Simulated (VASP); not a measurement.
**CdO (Monteponite): single point with r2SCAN**

CdO (Monteponite):

```
Cd O
1.0
     0.00000    2.32923    2.32923
     2.32923    0.00000    2.32923
     2.32923    2.32923    0.00000
Cd O
1 1
Direct
  0.00000 0.00000 0.00000
  0.50000 0.50000 0.50000
```

This cell differs from its parent crystal: volume changed by -3%.

* Program: VASP 6.6.1
* Task: single point
* Functional: r2SCAN
* Potentials or basis: VASP PAW PBE potentials, release 64 (Cd, O)
* Cutoff: 660 eV
* k mesh: 8 × 8 × 8
* Occupations: fermi-dirac, width 0.02 eV
* Spin: no spin polarisation

```
Pressure               : 6.6 GPa
Band gap on the k mesh : 0.13 eV, indirect (least direct gap 1.59 eV)
```

Levels at points of the mesh, in eV from the valence-band top:
| k point | band 5 | band 6 | band 7 | band 8 | band 9 | band 10 | band 11 | band 12 | band 13 | band 14 |
| --- | --- | --- | --- | --- | --- | --- | --- | --- | --- | --- |
| (0.00, 0.00, 0.00) | -6.59 | -6.59 | -1.46 | -1.46 | -1.46 | 0.13 | 15.77 | 17.96 | 17.96 | 17.96 |
| (0.50, 0.00, 0.00) | -6.34 | -6.34 | -3.90 | 0.00 | 0.00 | 5.09 | 8.23 | 12.96 | 12.96 | 18.84 |
| (0.50, 0.50, 0.00) | -6.20 | -5.84 | -4.53 | -2.47 | -2.47 | 4.69 | 9.45 | 11.89 | 14.60 | 14.60 |

Run time: 33 s on 1 thread of Intel(R) Xeon(R) 6975P-C (Granite Rapids) (shared host), peak memory 0.17 GiB.

Caveat: the PAW data sets were made with another functional, which shifts forces and pressure a little. A k mesh can miss the band edges.
